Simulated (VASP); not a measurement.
Wanted: the native input for a VASP 6.6.1 run.

```
Task                   : single point
Functional             : PBE
Potentials or basis    : VASP PAW PBE potentials, release 64 (Ga_d, P)
Cutoff                 : 520 eV
k mesh                 : 4 × 4 × 4
Occupations            : gaussian, width 0.1 eV
Spin                   : no spin polarisation
Dipole correction      : no
Further INCAR settings : ALGO = Normal; EDIFF = 1e-07; NBANDS = 46
```

The structure of GaP lies in POSCAR:

```
GaP
1.0
    7.4119289608      0.0000000000      0.0000000000
    0.0000000000      3.9764321223      0.0000000000
    0.0000000000      0.0000000000      6.6266283149
Ga P
4 4
Direct
    0.8413048941      0.7500000000      0.4019458211
    0.6586951059      0.2500000000      0.9019458211
    0.3413048941      0.7500000000      0.0980541789
    0.1586951059      0.2500000000      0.5980541789
    0.8298239445      0.2500000000      0.6033484016
    0.6701760555      0.7500000000      0.1033484016
    0.3298239445      0.2500000000      0.8966515984
    0.1701760555      0.7500000000      0.3966515984
```

The cell was generated, and may not be a known phase.

One way to write it, as run:

INCAR

```
ALGO = Normal
EDIFF = 1E-7
ENCUT = 520
GGA = PE
ISIF = 2
ISMEAR = 0
LASPH = T
LCHARG = F
LREAL = F
LWAVE = F
NBANDS = 46
NELM = 80
PREC = Accurate
SIGMA = 0.1
```

KPOINTS

```
k-points
0
Gamma
  4 4 4
```

Potentials or basis: VASP PAW PBE potentials, release 64 (Ga_d, P).

Run with:

```console
$ cat potpaw_PBE.64/Ga_d/POTCAR potpaw_PBE.64/P/POTCAR > POTCAR
$ mpirun -np 1 vasp_std > vasp.out
```

Results of the run:

The pressure is 0.0 GPa. The largest force is 0.026 eV/Å and the band gap on the k mesh is 1.00 eV (least direct gap 1.36 eV).

Run time: 2.7 min on 1 thread of AMD EPYC 9R45 96-Core Processor (Zen 5) (shared host), peak memory 0.35 GiB.
